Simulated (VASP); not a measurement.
Be: single point with PBE

The system is Be.

```xyz
4
Lattice="-2.1941 2.1948 1.7905 2.1941 -2.1948 1.7905 2.1941 2.1948 -1.7905" Properties=species:S:1:pos:R:3 pbc="T T T"
Be    0.7004    2.8949    0.0000
Be    1.4937    0.7001    0.0000
Be    0.7004    1.4947    1.7905
Be    1.4937   -0.7001    1.7905
```

- Program: VASP 6.6.1
- Task: single point
- Functional: PBE
- Potentials or basis: VASP PAW PBE potentials, release 64 (Be)
- Cutoff: 520 eV
- k mesh: 16 × 16 × 16
- Occupations: gaussian, width 0.1 eV
- Spin: no spin polarisation
- Dipole correction: no
- Further INCAR settings: ALGO = Fast; EDIFF = 1e-06; NBANDS = 12

```yaml
Pressure: 0.2 GPa
Largest_force: 0.008 eV/Å
Band_gap_on_the_k_mesh: zero (bands 4 and 5 overlap by 5.12 eV)
```

Forces in eV/Å, atoms in the order of the input:
```
Be   0.005  0.006  0.000
Be  -0.005  0.006  0.000
Be   0.005 -0.006  0.000
Be  -0.005 -0.006  0.000
```

Levels at points of the mesh, in eV from the Fermi level:
```csv
k point,band 1,band 2,band 3,band 4,band 5,band 6,band 7,band 8
"(0.00, 0.00, 0.00)",-10.21,0.29,1.01,1.01,1.85,2.95,2.95,3.02
"(0.50, 0.00, 0.00)",-6.65,-6.65,-2.35,-2.35,2.12,2.12,6.61,6.61
"(0.00, 0.50, 0.00)",-6.65,-6.65,-2.35,-2.35,2.12,2.12,6.61,6.61
"(0.50, 0.50, 0.00)",-7.64,-6.93,-0.77,1.29,1.51,2.28,4.49,7.38
"(0.50, 0.50, 0.50)",-5.93,-3.70,-3.62,-3.61,-3.46,2.16,8.78,10.73
```

Wall time 6.9 min on 1 thread of AMD EPYC 7571, with other jobs on the host, peak memory 0.27 GiB.
